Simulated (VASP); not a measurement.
Input of a VASP 6.6.1 run:

POSCAR

```
VH
1.0
    0.0000000000      1.9637535800      1.9637535800
    1.9637535800      0.0000000000      1.9637535800
    1.9637535800      1.9637535800      0.0000000000
V H
1 1
Direct
    0.0000000000      0.0000000000      0.0000000000
    0.5000000000      0.5000000000      0.5000000000
```

The input INCAR.step1:

```
SYSTEM = VH
PREC = Accurate ; ENCUT = 520
ISMEAR = -1 ; SIGMA = 0.05
LREAL = .False. ; LASPH = .True.
NELM = 150 ; ISPIN = 2
MAGMOM = 1.28 0.06 ; NUPDOWN = 1.8
LMAXMIX = 4 ; NBANDS = 18
GGA = PE ; ALGO = Normal
EDIFF = 1E-4 ; LWAVE = .True.
LCHARG = .False.
```

File INCAR.step2:

```
SYSTEM = VH
PREC = Accurate ; ENCUT = 520
EDIFF = 1E-6 ; ISMEAR = -1
SIGMA = 0.05 ; LREAL = .False.
LASPH = .True. ; NELM = 150
ALGO = Normal ; ISIF = 2
LWAVE = .False. ; LCHARG = .False.
ISPIN = 2 ; MAGMOM = 1.28 0.06
LORBIT = 11 ; NUPDOWN = 1.8
LMAXMIX = 4 ; METAGGA = R2SCAN
LMIXTAU = .True. ; NBANDS = 18
ISTART = 1
```

File KPOINTS:

```
regular mesh
0
Gamma
  13 13 13
  0 0 0
```

Potentials or basis: VASP PAW PBE potentials, release 64 (V_sv, H).

The run is started by

```sh
$ cat potpaw_PBE.64/V_sv/POTCAR potpaw_PBE.64/H/POTCAR > POTCAR
$ cp INCAR.step1 INCAR
$ mpirun -np 1 vasp_std > vasp.out
$ cp INCAR.step2 INCAR
$ mpirun -np 1 vasp_std > vasp.out
```

Predict the pressure.

11.4 GPa.

Caveat: the cell stands under pressure; the PAW data sets were made with another functional, which shifts forces and pressure a little; the total moment is fixed, so each spin has its own Fermi level and the state may be an excited one.
